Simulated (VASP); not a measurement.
Write the native input for VASP 6.6.1 that does the following.

* Task: single point
* Functional: revPBE
* Dispersion: D3(BJ)
* Potentials or basis: VASP PAW PBE potentials, release 64 (Ti_sv, Al)
* Cutoff: 520 eV
* k mesh: 8 × 8 × 8
* Occupations: fermi-dirac, width 0.05 eV
* Spin: no spin polarisation
* Dipole correction: no
* Further INCAR settings: ALGO = Normal; EDIFF = 1e-06; NBANDS = 14

The structure of TiAl lies in POSCAR:

```
TiAl
1.0
    3.1161666452      0.0000000000      0.0000000000
    0.0000000000      3.1161666452      0.0000000000
    0.0000000000      0.0000000000      3.1161666452
Ti Al
1 1
Direct
    0.0000000000      0.0000000000      0.0000000000
    0.5000000000      0.5000000000      0.5000000000
```

These files were run (other wordings do the same):

INCAR

```
SYSTEM = TiAl
PREC = Accurate
ENCUT = 520
EDIFF = 1E-6
ISMEAR = -1
SIGMA = 0.05
LREAL = .FALSE.
LASPH = .TRUE.
NELM = 80
ALGO = Normal
ISIF = 2
LWAVE = .FALSE.
LCHARG = .TRUE.
GGA = RE
IVDW = 12
LELF = .TRUE.
LVHAR = .TRUE.
NBANDS = 14
```

KPOINTS

```
regular mesh
0
G
  8 8 8
  0 0 0
```

Potentials or basis: VASP PAW PBE potentials, release 64 (Ti_sv, Al).

The run is started by

```bash
$ cat potpaw_PBE.64/Ti_sv/POTCAR potpaw_PBE.64/Al/POTCAR > POTCAR
$ mpirun -np 1 vasp_std > vasp.out
```

It gave:

```json
{"Pressure": "-0.1 GPa", "Dispersion energy per atom": "-0.972 eV"}
```

Caveat: the PAW data sets were made with another functional, which shifts forces and pressure a little; pairwise dispersion overbinds metals, which lowers pressure and volume.

It took 26 s on 1 thread of AMD EPYC 7R13, with other jobs on the host, peak memory 0.12 GiB.
